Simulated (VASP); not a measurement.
Crystal: ZnS.

```xyz
4
Lattice="3.8110 0.0000 0.0000 -1.9055 3.3004 0.0000 0.0000 0.0000 6.2340" Properties=species:S:1:pos:R:3 pbc="T T T"
Zn    0.0000    2.2003    0.0000
Zn    1.9055    1.1001    3.1170
S     0.0000    2.2003    2.4001
S     1.9055    1.1001    5.5171
```

* Program: VASP 6.6.1
* Task: relaxation of cell and atoms
* Functional: PBEsol
* Potentials or basis: VASP PAW PBE potentials, release 64 (Zn, S)
* Cutoff: 600 eV
* k mesh: 9 × 9 × 6
* Occupations: gaussian, width 0.02 eV
* Spin: no spin polarisation

At the start: pressure -1.1 GPa; volume 19.60 Å³/atom.

Problem. Where does the relaxation end?

Solution. Over 9 steps the energy falls by 6.5 meV/atom and the volume is 19.28 Å³/atom (-1.7 %); space group P6_3mc (No. 186, to 0.05 Å).

The path:
| step | energy change (eV) | largest force (eV/Å) | pressure (GPa) | volume (Å³) |
| --- | --- | --- | --- | --- |
| 1 | 0.0000 | 0.3086 | -1.12 | 78.41 |
| 2 | -0.0199 | 0.1199 | 0.27 | 76.86 |
| 3 | -0.0200 | 0.1015 | 0.36 | 76.75 |
| 4 | -0.0232 | 0.0447 | 0.03 | 77.06 |
| 5 | -0.0243 | 0.0022 | -0.20 | 77.28 |
| 6 | -0.0244 | 0.0157 | -0.31 | 77.38 |
| 7 | -0.0258 | 0.0012 | 0.06 | 77.09 |
| 8 | -0.0259 | 0.0002 | -0.05 | 77.11 |
| 9 | -0.0259 | 0.0001 | -0.01 | 77.10 |

Final structure:
```
Zn S
1.0
     3.78530    0.00000    0.00000
    -1.89265    3.27817    0.00000
     0.00000    0.00000    6.21342
Zn S
2 2
Direct
  0.33333 0.66667 0.00542
  0.66667 0.33333 0.50542
  0.33333 0.66667 0.37958
  0.66667 0.33333 0.87958
```

Caveat: the PAW data sets were made with another functional, which shifts forces and pressure a little.
